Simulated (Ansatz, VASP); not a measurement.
Two plane-wave programs on NaH13O7

```
O H Na
1.0
     6.07318    0.00000    0.00000
     0.00000    6.07318    0.00000
     0.00000    0.00000    6.07318
O H Na
7 13 1
Direct
  0.29907 0.35659 0.47849
  0.02037 0.43347 0.00064
  0.08642 0.00913 0.69842
  0.41286 0.64574 0.13849
  0.98703 0.82043 0.28500
  0.66114 0.17266 0.95736
  0.58235 0.97371 0.33265
  0.31269 0.46991 0.35992
  0.42378 0.25704 0.44731
  0.08536 0.48164 0.86206
  0.88087 0.35723 0.96152
  0.13023 0.14258 0.61759
  0.06250 0.90404 0.57684
  0.52073 0.56406 0.05330
  0.49705 0.76596 0.22714
  0.82814 0.86715 0.30284
  0.99110 0.67846 0.20649
  0.65802 0.11616 0.11300
  0.75907 0.07155 0.87822
  0.55727 0.95601 0.48921
  0.23943 0.02661 0.06602
```

Alike in both runs: functional PBE; dispersion D3(BJ); k mesh 1 × 1 × 1; occupations fermi-dirac, width 0.02 eV; no spin polarisation.

Ansatz relaxed the structure, and its values are those at the end. VASP's run is a single point on that final structure, the one shown.

|  | VASP | Ansatz |
| --- | --- | --- |
| version | VASP 6.6.1 | Ansatz 0.2.0 |
| potentials or method | VASP PAW PBE potentials, release 64 (O, H, Na_sv), cutoff 840 eV | scalar-relativistic, plane waves, PAW |
| valence electrons in the cell | 64 | 64 |

Ansatz gave:

* gap on the k mesh at the Fermi level (eV): 4.14
* rms of the force components (eV/Å): 0.096

**Question.** Estimate VASP's values.

**Answer.** gap on the k mesh at the Fermi level (eV): 4.15; rms of the force components (eV/Å): 0.082.

Ansatz's warnings: xc potential rough in thin density.
